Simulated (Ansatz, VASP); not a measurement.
**One calculation of Ga, two programs**

```
Ga
1.0
     3.08576    0.00000    0.00000
    -1.54288    2.67234    0.00000
     0.00000    0.00000    9.95217
Ga
4
Direct
  0.00000 0.00000 0.00000
  0.00000 0.00000 0.50000
  0.33333 0.66667 0.75000
  0.66667 0.33333 0.25000
```

Alike in both runs: task single point; functional PBEsol; k mesh 6 × 6 × 2; occupations gaussian, width 0.1 eV; no spin polarisation.

|  | VASP | Ansatz |
| --- | --- | --- |
| version | VASP 6.6.1 | Ansatz 0.2.0 |
| potentials or method | VASP PAW PBE potentials, release 64 (Ga_d), cutoff 520 eV | scalar-relativistic, plane waves, PAW |
| valence electrons in the cell | 52 | 52 |

```tsv
	VASP	Ansatz	Ansatz less VASP
gap on the k mesh at the Fermi level (eV)	none	none	-
pressure (GPa)	-6.7	-6.7	-0.02
traceless stress, the component that is largest in VASP (GPa)	1.91	1.91	0.000
```

VASP's potentials were made for PBE, not for PBEsol. A gap of «none» marks a metal or a gap that the smearing closes. With one functional, cell and mesh, what is left measures potentials, basis and numerics.

The k mesh is coarse, so the values compare programs but aren't converged.
